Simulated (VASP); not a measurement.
**Mn: single point with PBEsol**

Crystal: Mn.

```xyz
2
Lattice="2.4836 0.0000 0.0000 -1.2418 2.1509 0.0000 0.0000 0.0000 4.0262" Properties=species:S:1:pos:R:3 pbc="T T T"
Mn    0.0000    1.4339    1.0065
Mn    1.2418    0.7170    3.0196
```

This isn't the form of Mn at room conditions, which is a 58-atom cubic cell.

```json
{"Program": "VASP 6.6.1", "Task": "single point", "Functional": "PBEsol", "Potentials or basis": "VASP PAW PBE potentials, release 64 (Mn_pv)", "Cutoff": "520 eV", "k mesh": "9 × 9 × 5", "Occupations": "fermi-dirac, width 0.05 eV", "Spin": "non-collinear spin, typed start", "Starting moments": "[[0.92, -0.926, 0.254], [0.179, 0.491, 1.353]] μB"}
```

```yaml
Pressure: -11.5 GPa
Band_gap_on_the_k_mesh: zero (bands 26 and 27 overlap by 1.56 eV)
Net_moment: 0.00 μB per cell
Valence_electrons_inside_the_program's_atomic_spheres: Mn 11.99
```

Stress tensor (GPa, compression positive):
```
-10.88   0.00   0.00
  0.00 -10.88   0.00
  0.00   0.00 -12.80
```

Levels at points of the mesh, in eV from the Fermi level:
| k point | band 23 | band 24 | band 25 | band 26 | band 27 | band 28 | band 29 | band 30 |
| --- | --- | --- | --- | --- | --- | --- | --- | --- |
| (0.00, 0.00, 0.00) | -0.45 | -0.45 | -0.45 | -0.45 | 0.07 | 0.07 | 0.07 | 0.07 |

Moments on the atoms (μB; x, y, z):
```
Mn   0.03 -0.05 -0.04
Mn  -0.03  0.05  0.04
```

It took 8.9 min on 1 thread of AMD EPYC 9R45 96-Core Processor (Zen 5) (shared host), peak memory 0.47 GiB.

Caveat: the cell stands under tension; the PAW data sets were made with another functional, which shifts forces and pressure a little.
